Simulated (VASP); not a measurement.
# Cu3Mo2 (P-3m1) in VASP: relaxation of cell and atoms with PBE

Aim: the relaxation of cell and atoms of Cu3Mo2 with PBE.

Everything below comes from runs of VASP 6.6.1. Logs are shortened: lines on timing, memory, paths and dates and some standing lists are left out, and cuts for length are marked.

### 1 The cell of the first run

Symmetry: P-3m1, No. 164, trigonal system. Conventional cell: a = 2.696 Å, b = 2.696 Å, c = 22.063 Å, α = 90.00°, β = 90.00°, γ = 120.00°. Within 3.4 Å of Cu (site symmetry 3m) lie 12 Cu at 2.55 to 2.70 Å. Cu (site symmetry 3m) has 9 Cu at 2.56 to 2.70 Å and 3 Mo at 2.74 Å within 3.4 Å. Cu (site symmetry 3m) has 12 Cu at 2.54 to 2.70 Å within 3.4 Å. Mo (site symmetry 3m) has 9 Mo at 2.70 to 2.93 Å and 3 Cu at 2.74 Å within 3.6 Å. Mo (site symmetry 3m) has 12 Mo at 2.70 to 2.93 Å within 3.6 Å.

### 2 Relaxation of cell and atoms, PBE

The input, INCAR:

```
  PREC = Accurate
  ENCUT = 590
  EDIFF = 1E-7
  ISMEAR = 0
  SIGMA = 0.1
  LREAL = F
  LASPH = T
  NELM = 300
  ALGO = All
  ISIF = 3
  LWAVE = F
  LCHARG = F
  GGA = PE
  IBRION = 2
  NSW = 100
  EDIFFG = -0.01
  GGA_COMPAT = F
  NELMIN = 4
  ISEARCH = 1
  KPAR = 4
```

The input, KPOINTS:

```
regular mesh
0
Gamma
  12 12 2
```

The input, POSCAR:

```
Cu3Mo2
1.0
    2.6959081750      0.0000000000      0.0000000000
   -1.3479540875      2.3347249658      0.0000000000
    0.0000000000      0.0000000000     22.0633365396
Cu Mo
6 4
Direct
    0.0000000000      0.0000000000      0.8628207898
    0.3333333333      0.6666666667      0.7705053781
    0.3333333333      0.6666666667      0.0454516837
    0.0000000000      0.0000000000      0.1371792102
    0.6666666667      0.3333333333      0.2294946219
    0.6666666667      0.3333333333      0.9545483163
    0.3333333333      0.6666666667      0.3315434094
    0.6666666667      0.3333333333      0.4438081185
    0.3333333333      0.6666666667      0.5561918815
    0.6666666667      0.3333333333      0.6684565906
```

Potentials or basis: VASP PAW PBE potentials, release 64 (Cu, Mo_sv).

Launch:

```sh
> cat potpaw_PBE.64/Cu/POTCAR potpaw_PBE.64/Mo_sv/POTCAR > POTCAR
> mpirun -np 4 vasp_std > vasp.out
```

OUTCAR:

```text
PREC = Accurate
   ENCUT = 590
   EDIFF = 1E-7
   ISMEAR = 0
   LREAL = F
   LASPH = T
   NELM = 300
   ISIF = 3
   GGA = PE
   IBRION = 2
   NSW = 100
   EDIFFG = -0.01
   NELMIN = 4

 ion  position               nearest neighbor table
   1  0.000  0.000  0.863-   6 2.55   6 2.55   6 2.55   2 2.56   2 2.56   2 2.56
   2  0.333  0.667  0.771-   1 2.56   1 2.56   1 2.56  10 2.74  10 2.74  10 2.74
   3  0.333  0.667  0.045-   6 2.54   6 2.54   6 2.54   4 2.55   4 2.55   4 2.55
   4  0.000  0.000  0.137-   3 2.55   3 2.55   3 2.55   5 2.56   5 2.56   5 2.56
   5  0.667  0.333  0.229-   4 2.56   4 2.56   4 2.56   7 2.74   7 2.74   7 2.74
   6  0.667  0.333  0.955-   3 2.54   3 2.54   3 2.54   1 2.55   1 2.55   1 2.55
   7  0.333  0.667  0.332-   5 2.74   5 2.74   5 2.74   8 2.93   8 2.93   8 2.93
   8  0.667  0.333  0.444-   7 2.93   7 2.93   7 2.93   9 2.93   9 2.93   9 2.93
   9  0.333  0.667  0.556-  10 2.93  10 2.93  10 2.93   8 2.93   8 2.93   8 2.93
  10  0.667  0.333  0.668-   2 2.74   2 2.74   2 2.74   9 2.93   9 2.93   9 2.93

  LATTYP: Found a hexagonal cell.
 ALAT       =     2.6959081750
 C/A-ratio  =     8.1840089155

  Lattice vectors:

 A1 = (   2.6959081750,   0.0000000000,   0.0000000000)
 A2 = (  -1.3479540875,   2.3347249658,   0.0000000000)
 A3 = (   0.0000000000,   0.0000000000,  22.0633365396)

Analysis of symmetry for initial positions (statically):
=====================================================================
 Subroutine PRICEL returns:
 Original cell was already a primitive cell.

 Routine SETGRP: Setting up the symmetry group for a
 hexagonal supercell.

 Subroutine GETGRP returns: Found 12 space group operations
 (whereof 12 operations were pure point group operations)
 out of a pool of 24 trial point group operations.

The static configuration has the point symmetry D_3d.

Analysis of symmetry for dynamics (positions and initial velocities):
=====================================================================
 Subroutine PRICEL returns:
 Original cell was already a primitive cell.

 Routine SETGRP: Setting up the symmetry group for a
 hexagonal supercell.

 Subroutine GETGRP returns: Found 12 space group operations
 (whereof 12 operations were pure point group operations)
 out of a pool of 24 trial point group operations.

The dynamic configuration has the point symmetry D_3d.

 Subroutine INISYM returns: Found 12 space group operations
 (whereof 12 operations are pure point group operations),
 and found     1 'primitive' translations

----------------------------------------------------------------------------------------

                                     Primitive cell

  volume of cell :     138.8711

  direct lattice vectors                    reciprocal lattice vectors
     2.695908175  0.000000000  0.000000000     0.370932515  0.214157987  0.000000000
    -1.347954088  2.334724966  0.000000000     0.000000000  0.428315975  0.000000000
     0.000000000  0.000000000 22.063336540     0.000000000  0.000000000  0.045324060

  length of vectors
     2.695908175  2.695908175 22.063336540     0.428315975  0.428315975  0.045324060

  position of ions in fractional coordinates (direct lattice)
     0.000000000  0.000000000  0.862820790
     0.333333333  0.666666667  0.770505378
     0.333333333  0.666666667  0.045451684
     0.000000000  0.000000000  0.137179210
     0.666666667  0.333333333  0.229494622
     0.666666667  0.333333333  0.954548316
     0.333333333  0.666666667  0.331543409
     0.666666667  0.333333333  0.443808119
     0.333333333  0.666666667  0.556191881
     0.666666667  0.333333333  0.668456591

  ion indices of the primitive-cell ions
   primitive index   ion index
                 1           1
                 2           2
                 3           3
                 4           4
                 5           5
                 6           6
                 7           7
                 8           8
                 9           9
                10          10

----------------------------------------------------------------------------------------

 KPOINTS: regular mesh

Automatic generation of k-mesh.
 Grid dimensions read from file:
 generate k-points for:   12   12    2

 Generating k-lattice:

  Cartesian coordinates                     Fractional coordinates (reciprocal lattice)
     0.030911043  0.017846499  0.000000000     0.083333333  0.000000000  0.000000000
     0.000000000  0.035692998  0.000000000     0.000000000  0.083333333  0.000000000
     0.000000000  0.000000000  0.022662030     0.000000000  0.000000000  0.500000000

  Length of vectors
     0.035692998  0.035692998  0.022662030

  Shift w.r.t. Gamma in fractional coordinates (k-lattice)
     0.000000000  0.000000000  0.000000000

 Subroutine IBZKPT returns following result:
 ===========================================

 Found     38 irreducible k-points:

 Following reciprocal coordinates:
            Coordinates               Weight
  0.000000  0.000000  0.000000      1.000000
  0.083333  0.000000  0.000000      6.000000
  0.166667  0.000000  0.000000      6.000000
  0.250000  0.000000  0.000000      6.000000
  0.333333  0.000000  0.000000      6.000000
  0.416667  0.000000  0.000000      6.000000
[... 16 lines left out ...]
  0.250000  0.000000  0.500000      6.000000
  0.333333  0.000000  0.500000      6.000000
 [... further k-points ...]
   k-points           NKPTS =     38   k-points in BZ     NKDIM =     38   number of bands    NBANDS=     73
   number of dos      NEDOS =    301   number of ions     NIONS =     10
   total plane-waves  NPLWV = 103680
   dimension x,y,z NGX =    24 NGY =   24 NGZ =  180
   dimension x,y,z NGXF=    48 NGYF=   48 NGZF=  360
   ions per type =               6   4
   NGX,Y,Z   is equivalent  to a cutoff of  14.80, 14.80, 13.56 a.u.
   NGXF,Y,Z  is equivalent  to a cutoff of  29.60, 29.60, 27.13 a.u.
 SYSTEM =  unknown system
   PREC   = accura    normal or accurate (medium, high low for compatibility)
   ISTART =      0    job   : 0-new  1-cont  2-samecut
   ICHARG =      2    charge: 1-file 2-atom 10-const
   ISPIN  =      1    spin polarized calculation?
   LNONCOLLINEAR =      F non collinear calculations
   LSORBIT =      F    spin-orbit coupling
   LASPH  =      T    aspherical Exc in radial PAW
   ENCUT  =  590.0 eV  43.36 Ry    6.59 a.u.   5.34  5.34 43.70*2*pi/ulx,y,z
   NELM   =    300;   NELMIN=  4; NELMDL= -5     # of ELM steps
   EDIFF  = 0.1E-06   stopping-criterion for ELM
   LREAL  =      F    real-space projection
   EDIFFG = -.1E-01   stopping-criterion for IOM
   NSW    =    100    number of steps for IOM
   IBRION =      2    ionic relax: 0-MD 1-quasi-New 2-CG
   NFREE  =      1    steps in history (QN), initial steepest desc. (CG)
   ISIF   =      3    stress and relaxation
   ISYM   =      2    0-nonsym 1-usesym 2-fastsym
   POTIM  = 0.5000    time-step for ionic-motion
   TEBEG  =    0.0;   TEEND  =   0.0 temperature during run
   PSTRESS=    0.0 pullay stress
   NELECT =     122.0000    total number of electrons
   NUPDOWN=      -1.0000    fix difference up-down
   EMIN   =  10.00;   EMAX   =-10.00  energy-range for DOS
   EFERMI =   0.00;   METHOD = LEGACY
   ISMEAR =     0;   SIGMA  =   0.10  broadening in eV -4-tet -1-fermi 0-gaus
   EFERMI_NEDOS =   21; number of points for ismear=-14 and -15
   IALGO  =     58    algorithm
   IMIX   =      4    mixing-type and parameters
     AMIX     =   0.40;   BMIX     =  1.00
     AMIX_MAG =   1.60;   BMIX_MAG =  1.00
  volume/ion in A,a.u.               =      13.89        93.71
  Fermi-wavevector in a.u.,A,eV,Ry     =   1.567921  2.962941 33.448228  2.458375
  Thomas-Fermi vector in A             =   2.670029
   LORBIT       =      0    0 simple, 1 ext, 2 COOP (PROOUT), +10 PAW based schemes
   GGA     = PE    functional components
   LHFCALC =     F    Hartree Fock is set to
   AEXX    =    0.0000 exact exchange contribution
   IVDW    =     0    specifies the selected vdW correction
   LEPSILON=     F    determine dielectric tensor
   LRPA    =     F    only Hartree local field effects (RPA)
 conjugate gradient relaxation of ions
 non-spin polarized calculation
 Gauss-broadening in eV      SIGMA  =   0.10
  energy-cutoff  :      590.00
  volume of cell :      138.87
 maximum number of plane-waves:      4588
 NGX is ok and might be reduce to    24
   NGX = 11   NGY = 11   NGZ = 87

--------------------------------------- Ionic step        1  -------------------------------------------

 number of electron     122.0000031 magnetization

 Free energy of the ion-electron system (eV)
  ---------------------------------------------------
  ext. energy  EPLUGINS =         0.00000000
  ---------------------------------------------------
  free energy    TOTEN  =       -63.89053019 eV

  energy without entropy =      -63.85662787  energy(sigma->0) =      -63.87357903

------------------------ aborting loop because EDIFF is reached ----------------------------------------

  FORCE on cell =-STRESS in cart. coord.  units (eV):
  Direction    XX          YY          ZZ          XY          YZ          ZX
  --------------------------------------------------------------------------------------
  -------------------------------------------------------------------------------------
  Total        0.9677964      0.9677964     -0.0528998      0.0000000      0.0000000     -0.0000000
  in kB       11.1656125     11.1656125     -0.6103134      0.0000000      0.0000000     -0.0000000
  external PRESSURE =       7.2403038 kB  Pullay stress =       0.0000000 kB
[... 293 lines left out ...]
  energy  without entropy=      -63.8606705728  energy(sigma->0) =      -63.87723136

--------------------------------------- Ionic step        8  -------------------------------------------

 number of electron     122.0000048 magnetization

 Free energy of the ion-electron system (eV)
  ---------------------------------------------------
  ext. energy  EPLUGINS =         0.00000000
  ---------------------------------------------------
  free energy    TOTEN  =       -63.89381333 eV

  energy without entropy =      -63.86070077  energy(sigma->0) =      -63.87725705

 E-fermi :   9.2129     XC(G=0): -12.7561

 val. band max:        9.2018315443   @ k =   0.2500   0.0833   0.5000
 cond. band min:       9.2184058783   @ k =   0.3333   0.1667   0.5000
 fundamental gap:      0.0165743341
 Fermi energy:         9.2129089584

 k-point     1 :       0.0000    0.0000    0.0000
  band No.  band energies     occupation
      1     -51.7428      2.00000
      2     -51.7275      2.00000
      3     -51.6621      2.00000
      4     -51.6005      2.00000
      5     -26.2359      2.00000
      6     -26.0287      2.00000
[... 1813 lines left out ...]
     72      12.3480      0.00000
     73      12.5641      0.00000

 [... further k-points ...]

------------------------ aborting loop because EDIFF is reached ----------------------------------------

  FORCE on cell =-STRESS in cart. coord.  units (eV):
  Direction    XX          YY          ZZ          XY          YZ          ZX
  --------------------------------------------------------------------------------------
  -------------------------------------------------------------------------------------
  Total       -0.0170434     -0.0170434      0.0113605      0.0000000      0.0000000     -0.0000000
  in kB       -0.1959048     -0.1959048      0.1305836      0.0000000      0.0000000     -0.0000000
  external PRESSURE =      -0.0870753 kB  Pullay stress =       0.0000000 kB
[... 25 lines left out ...]
  FREE ENERGIE OF THE ION-ELECTRON SYSTEM (eV)
  ---------------------------------------------------
  free  energy   TOTEN  =       -63.8938133289 eV

  energy  without entropy=      -63.8607000068  energy(sigma->0) =      -63.87725667

 reached required accuracy - stopping structural energy minimisation
```

It took 25 min on 4 MPI ranks of AMD EPYC 9R45 (Zen 5), shared host; peak memory 0.92 GiB.

What came out:

| Item | Value |
| --- | --- |
| Free energy | -63.8938 eV |
| Relaxed volume | 13.94 Å³/atom |
| Relaxed cell | a = 2.704 Å, b = 2.704 Å, c = 22.007 Å, α = 90.00°, β = 90.00°, γ = 120.00° |
| Space group after relaxing (to 0.1 Å) | P-3m1 (No. 164) |
| Energy gained by relaxing | 0.3 meV/atom |
| Ionic steps | 8 |
| Pressure after relaxing | 0.0 GPa |
| Largest force after relaxing | 0.008 eV/Å |
| Band gap on the k mesh | zero (bands 61 and 62 overlap by 1.71 eV) |

Forces on the atoms (eV/Å):
```
Cu   0.000  0.000 -0.004
Cu   0.000  0.000  0.006
Cu   0.000  0.000  0.008
Cu   0.000  0.000  0.004
Cu   0.000  0.000 -0.006
Cu   0.000  0.000 -0.008
Mo   0.000  0.000  0.004
Mo   0.000  0.000  0.003
Mo   0.000  0.000 -0.003
Mo   0.000  0.000 -0.004
```

The path:
| step | energy change (eV) | largest force (eV/Å) | pressure (GPa) | volume (Å³) |
| --- | --- | --- | --- | --- |
| 1 | 0.0000 | 0.0353 | 0.72 | 138.87 |
| 2 | -0.0010 | 0.0164 | -0.94 | 140.14 |
| 3 | -0.0026 | 0.0241 | -0.23 | 139.58 |
| 4 | -0.0033 | 0.0121 | -0.02 | 139.39 |
| 5 | -0.0033 | 0.0123 | 0.00 | 139.38 |
| 6 | -0.0033 | 0.0141 | 0.02 | 139.36 |
| 7 | -0.0033 | 0.0129 | 0.01 | 139.38 |
| 8 | -0.0033 | 0.0078 | -0.01 | 139.39 |

Final structure:
```xyz
10
Lattice="2.7044 0.0000 0.0000 -1.3522 2.3420 0.0000 0.0000 0.0000 22.0070" Properties=species:S:1:pos:R:3 pbc="T T T"
Cu    0.0000    0.0000   18.9874
Cu    0.0000    1.5614   16.9587
Cu    0.0000    1.5614    1.0031
Cu    1.3522    2.3420    3.0197
Cu    1.3522    0.7807    5.0483
Cu    1.3522    0.7807   21.0039
Mo    0.0000    1.5614    7.2985
Mo    1.3522    0.7807    9.7679
Mo    0.0000    1.5614   12.2391
Mo    1.3522    0.7807   14.7085
```
